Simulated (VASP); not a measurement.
A run of VASP 6.6.1 is set up as follows.

INCAR

```
SYSTEM = SnO2
PREC = Accurate ; ENCUT = 520
EDIFF = 1E-6 ; ISMEAR = 0
SIGMA = 0.05 ; LREAL = .False.
LASPH = .True. ; NELM = 80
ALGO = Normal ; ISIF = 2
LWAVE = .False. ; LCHARG = .True.
LELF = .True. ; LVHAR = .True.
NBANDS = 35
```

KPOINTS

```
Automatic mesh
0
Gamma
  10 10 10
  0 0 0
```

Contents of POSCAR:

```
SnO2
1.0
   -1.9861130355      1.8371545578      5.0901677926
    1.9861130355     -1.8371545578      5.0901677926
    1.9861130355      1.8371545578     -5.0901677926
Sn O
2 4
Direct
    0.7500000000      0.2500000000      0.5000000000
    0.0000000000      0.0000000000      0.0000000000
    0.7969975836      0.7969975836      0.0000000000
    0.9530024164      0.4530024164      0.5000000000
    0.2030024164      0.2030024164      0.0000000000
    0.5469975836      0.0469975836      0.5000000000
```

Potentials or basis: VASP PAW LDA potentials, release 64 (Sn_d, O).

Command:

```console
$ cat potpaw_LDA.64/Sn_d/POTCAR potpaw_LDA.64/O/POTCAR > POTCAR
$ mpirun -np 1 vasp_std > vasp.out
```

Q: What does it give for the pressure?

A: 20.1 GPa.

Q: What does it give for the band gap on the k mesh?

A: 2.53 eV (least direct gap 2.61 eV).

Q: Predict the largest force.

A: 2.221 eV/Å.

Forces in eV/Å, atoms in the order of the input:
```
Sn   0.000  0.000  2.221
Sn   0.000  0.000 -2.221
O    0.000  0.000 -0.145
O    0.000  0.000  0.145
O    0.000  0.000 -0.402
O    0.000  0.000  0.402
```

Caveat: the cell differs from its parent crystal (strain -0.0750 x Voigt [0, 1, 0, 0, 0, 0]); the stress differs along the axes, from 3 to 43 GPa; spin-orbit coupling is left out, which moves the levels of the heavy elements; forces of over 1 eV/Å act on the atoms, so gaps and moduli don't describe the material at rest. A k mesh can miss the band edges.
